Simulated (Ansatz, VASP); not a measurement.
**GeSb2Te4 in VASP and in Ansatz**

File INCAR:

```
SYSTEM = GeSb2Te4
  PREC = Accurate
  ENCUT = 600
  EDIFF = 1E-6
  ISMEAR = -1
  SIGMA = 0.05
  LREAL = .False.
  LASPH = .True.
  NELM = 80
  ALGO = Normal
  ISIF = 3
  LWAVE = .False.
  LCHARG = .False.
  IBRION = 2
  NSW = 60
  EDIFFG = -0.01
  LUSENCCL = .False.
```

File KPOINTS:

```
Automatic mesh
0
Gamma
  7 7 7
  0 0 0
```

Contents of POSCAR:

```
GeSb2Te4
1.0
    2.1592890373      1.2466661070     13.2280394098
   -2.1592890373      1.2466661070     13.2280394098
    0.0000000000     -2.4933322139     13.2280394098
Te Sb Ge
4 2 1
Direct
    0.7089720000      0.7089720000      0.7089720000
    0.2910280000      0.2910280000      0.2910280000
    0.5696830000      0.5696830000      0.5696830000
    0.4303170000      0.4303170000      0.4303170000
    0.8594110000      0.8594110000      0.8594110000
    0.1405890000      0.1405890000      0.1405890000
    0.0000000000      0.0000000000      0.0000000000
```

File input.yaml:

```yaml
crystal:
  lattice:
    - [2.1592890373, 1.246666107, 13.2280394098]
    - [-2.1592890373, 1.246666107, 13.2280394098]
    - [0.0, -2.4933322139, 13.2280394098]
  atoms:
    - { symbol: Te, position: [0.708972, 0.708972, 0.708972] }
    - { symbol: Te, position: [0.291028, 0.291028, 0.291028] }
    - { symbol: Te, position: [0.569683, 0.569683, 0.569683] }
    - { symbol: Te, position: [0.430317, 0.430317, 0.430317] }
    - { symbol: Sb, position: [0.859411, 0.859411, 0.859411] }
    - { symbol: Sb, position: [0.140589, 0.140589, 0.140589] }
    - { symbol: Ge, position: [0.0, 0.0, 0.0] }
hamiltonian:
  xc: lda
  pseudopotentials: { kind: paw }
kpoints:
  mp_grid: { grid: [7, 7, 7] }
scf:
  occupations: { method: fermi_dirac, width: 0.05 }
output:
  forces: true
  stress: true
  eigenvalues: true
  write_density: true
  write_potential: true
  elf: true
  volumetric_format: npy
relax:
  f_tol: 0.01
  max_steps: 40
  cell: { stress_tol: 0.05 }
```

Alike in both runs: task relaxation of cell and atoms; functional LDA; k mesh 7 × 7 × 7; occupations fermi-dirac, width 0.05 eV; no spin polarisation.

```csv
,VASP,Ansatz
version,VASP 6.6.1,Ansatz 0.2.0
potentials or method,"VASP PAW LDA potentials, release 64 (Te, Sb, Ge_d)",Ansatz PAW
plane-wave cutoff (eV),600,420
valence electrons in the cell,48,108
```

```tsv
	VASP	Ansatz	Ansatz less VASP
gap on the k mesh at the Fermi level, each at its own relaxed structure (eV)	none	none	-
relaxed volume (Å³/atom)	28.33	28.29	-0.049
relaxed length of the cell vector where the two differ most in proportion (Å)	13.088	13.087	-0.0001
```

LDA's correlation is that of Perdew and Zunger in VASP and of Perdew and Wang (1992) in Ansatz. A gap of «none» marks a metal or a gap that the smearing closes. VASP's potentials hold 48 valence electrons a cell and Ansatz's 108, so a difference there can come from the potentials and not from the codes.

Spin-orbit coupling is off throughout. Noted on Ansatz's run: the plane-wave basis is chosen anew once the cell has moved, so the energies of steps on either side of that aren't comparable.
